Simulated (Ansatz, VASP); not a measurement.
## LiCeBr2Cl6 in VASP and in Ansatz

```
Ce Cl Li Br
1.0
     0.00000    5.12929    5.12929
     5.12929    0.00000    5.12929
     5.12929    5.12929    0.00000
Ce Cl Li Br
1 6 1 2
Direct
  0.00000 0.00000 0.00000
  0.74954 0.25046 0.25046
  0.25046 0.74954 0.25046
  0.25046 0.74954 0.74954
  0.74954 0.25046 0.74954
  0.25046 0.25046 0.74954
  0.74954 0.74954 0.25046
  0.50000 0.50000 0.50000
  0.25000 0.25000 0.25000
  0.75000 0.75000 0.75000
```

Alike in both runs: task single point; functional PBE; k mesh 3 × 3 × 3; occupations fermi-dirac, width 0.0128 eV; no spin polarisation.

```csv
,VASP,Ansatz
version,VASP 6.6.1,Ansatz 0.2.0
potentials or method,"VASP PAW PBE potentials, release 64 (Ce, Cl, Li_sv, Br), cutoff 520 eV",PAW plane waves
valence electrons in the cell,71,71
```

```csv
,VASP,Ansatz,Ansatz less VASP
gap on the k mesh at the Fermi level (eV),none,none,-
rms of the force components (eV/Å),0.271,0.273,+0.0025
```

Atom by atom the forces differ by 0.003 eV/Å (rms over components). A gap of «none» marks a metal or a gap that the smearing closes. With one functional, cell and mesh, what is left measures potentials, basis and numerics.

Neither program's run includes spin-orbit coupling. Noted on VASP's run: the cutoff is under 1.25 times that of the potentials, so the pressure is a little rough.
